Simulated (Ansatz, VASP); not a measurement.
# One calculation of SrMo3, two programs

INCAR

```
SYSTEM = SrMo3
PREC = Accurate ; ENCUT = 600
EDIFF = 1E-6 ; ISMEAR = 0
SIGMA = 0.1 ; LREAL = .FALSE.
LASPH = .TRUE. ; NELM = 60
ALGO = Normal ; ISIF = 3
LWAVE = .FALSE. ; LCHARG = .FALSE.
GGA = PE ; IBRION = 2
NSW = 90 ; EDIFFG = -0.04
```

The input KPOINTS:

```
regular mesh
0
G
  4 4 4
  0 0 0
```

The input POSCAR:

```
SrMo3
1.0
    4.2176709610      0.0000000000      0.0000000000
    0.0000000000      4.2176709610      0.0000000000
    0.0000000000      0.0000000000      4.2176709610
Sr Mo
1 3
Direct
    0.0000000000      0.0000000000      0.0000000000
    0.0000000000      0.5000000000      0.5000000000
    0.5000000000      0.0000000000      0.5000000000
    0.5000000000      0.5000000000      0.0000000000
```

Input for Ansatz:

```yaml
crystal:
  lattice:
    - [4.217670961, 0.0, 0.0]
    - [0.0, 4.217670961, 0.0]
    - [0.0, 0.0, 4.217670961]
  atoms:
    - { symbol: Sr, position: [0.0, 0.0, 0.0] }
    - { symbol: Mo, position: [0.0, 0.5, 0.5] }
    - { symbol: Mo, position: [0.5, 0.0, 0.5] }
    - { symbol: Mo, position: [0.5, 0.5, 0.0] }
basis:
  ecutwfc: 420
kpoints:
  mp_grid: { grid: [4, 4, 4] }
hamiltonian:
  xc: pbe
scf:
  occupations: { method: gaussian, width: 0.1 }
  lower_state_search: "off"
output:
  forces: true
  stress: true
  eigenvalues: true
relax:
  adjacent_minimum: "off"
  f_tol: 0.04
  max_steps: 70
  cell: { stress_tol: 0.4 }
```

Alike in both runs: task relaxation of cell and atoms; functional PBE; k mesh 4 × 4 × 4; occupations gaussian, width 0.1 eV; no spin polarisation.

```csv
,VASP,Ansatz
version,VASP 6.6.1,Ansatz 0.2.0
potentials or method,"VASP PAW PBE potentials, release 64 (Sr_sv, Mo_sv), cutoff 600 eV","scalar-relativistic, plane waves, PAW"
valence electrons in the cell,52,52
```

VASP gave:

```
gap on the k mesh at the Fermi level, each at its own relaxed structure (eV) : none
relaxed volume (Å³/atom)                                                     : 19.68
relaxed cell length with the largest relative difference (Å)                 : 4.286
```

Task: What did Ansatz give for the same quantities?

Result: gap on the k mesh at the Fermi level, each at its own relaxed structure (eV): none; relaxed volume (Å³/atom): 19.61; relaxed cell length with the largest relative difference (Å): 4.280.

A gap of «none» marks a metal or a gap that the smearing closes.

The k mesh is coarse, so the values compare programs but aren't converged.
